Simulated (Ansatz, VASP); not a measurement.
# WSe2: VASP beside Ansatz

The input INCAR:

```
PREC = Accurate
ENCUT = 520
EDIFF = 1E-8
ISMEAR = -1
SIGMA = 0.08
LREAL = F
LASPH = T
NELM = 100
ALGO = Normal
ISIF = 2
LWAVE = F
LCHARG = F
GGA = PS
LEFG = T
NBANDS = 35
```

Contents of KPOINTS:

```
Automatic mesh
0
Gamma
  11 11 3
```

POSCAR

```
WSe2
1.0
    3.2899984505     -0.0164499922     -0.0164499922
   -1.6592453364      2.8574472326     -0.0060211151
   -0.0648500000     -0.0648500000     12.9700000000
W Se
2 4
Direct
    0.3333333333      0.6666666667      0.2500000000
    0.6666666667      0.3333333333      0.7500000000
    0.3333333333      0.6666666667      0.6210000000
    0.6666666667      0.3333333333      0.1210000000
    0.3333333333      0.6666666667      0.8790000000
    0.6666666667      0.3333333333      0.3790000000
```

Input for Ansatz:

```yaml
crystal:
  lattice:
    - [3.2899984505, -0.0164499922, -0.0164499922]
    - [-1.6592453364, 2.8574472326, -0.0060211151]
    - [-0.06485, -0.06485, 12.97]
  atoms:
    - { symbol: W, position: [0.3333333333, 0.6666666667, 0.25] }
    - { symbol: W, position: [0.6666666667, 0.3333333333, 0.75] }
    - { symbol: Se, position: [0.3333333333, 0.6666666667, 0.621] }
    - { symbol: Se, position: [0.6666666667, 0.3333333333, 0.121] }
    - { symbol: Se, position: [0.3333333333, 0.6666666667, 0.879] }
    - { symbol: Se, position: [0.6666666667, 0.3333333333, 0.379] }
kpoints:
  mp_grid: { grid: [11, 11, 3] }
scf:
  occupations: { method: fermi_dirac, width: 0.08 }
hamiltonian:
  xc: pbesol
  pseudopotentials: { kind: paw }
output:
  forces: true
  stress: true
  eigenvalues: true
  efg: { contact_densities: true }
  write_density: true
  write_potential: true
  elf: true
  volumetric_format: npy
```

Change from the starting cell: equal xy, yz and zx shear strains of -1 %, PAW files.

Alike in both runs: task electric field gradients; functional PBEsol; k mesh 11 × 11 × 3; occupations fermi-dirac, width 0.08 eV; no spin polarisation.

|  | VASP | Ansatz |
| --- | --- | --- |
| version | VASP 6.6.1 | Ansatz 0.2.0 |
| potentials or method | VASP PAW PBE potentials, release 64 (W_sv, Se) | PAW with Ansatz's default frozen-core files, scalar-relativistic |
| plane-wave cutoff (eV) | 520 | 420 |
| valence electrons in the cell | 52 | 92 |

|  | VASP | Ansatz | Ansatz less VASP |
| --- | --- | --- | --- |
| pressure (GPa) | -0.8 | -1.2 | -0.41 |
| traceless stress, the component that is largest in VASP (GPa) | 1.35 | 1.34 | -0.009 |
| rms of the force components (eV/Å) | 0.103 | 0.114 | +0.0104 |
| size of Vzz on the site where it differs most (V/Å²) | 154.9 | 171.8 | +16.92 |

VASP's potentials were made for PBE, not for PBEsol. Atom by atom the forces differ by 0.028 eV/Å (rms over components). The functional is the same, so the differences come from potentials, cutoffs and numerics. VASP's potentials hold 52 valence electrons a cell and Ansatz's 92, so a difference there can come from the potentials and not from the codes.

Neither program's run includes spin-orbit coupling.
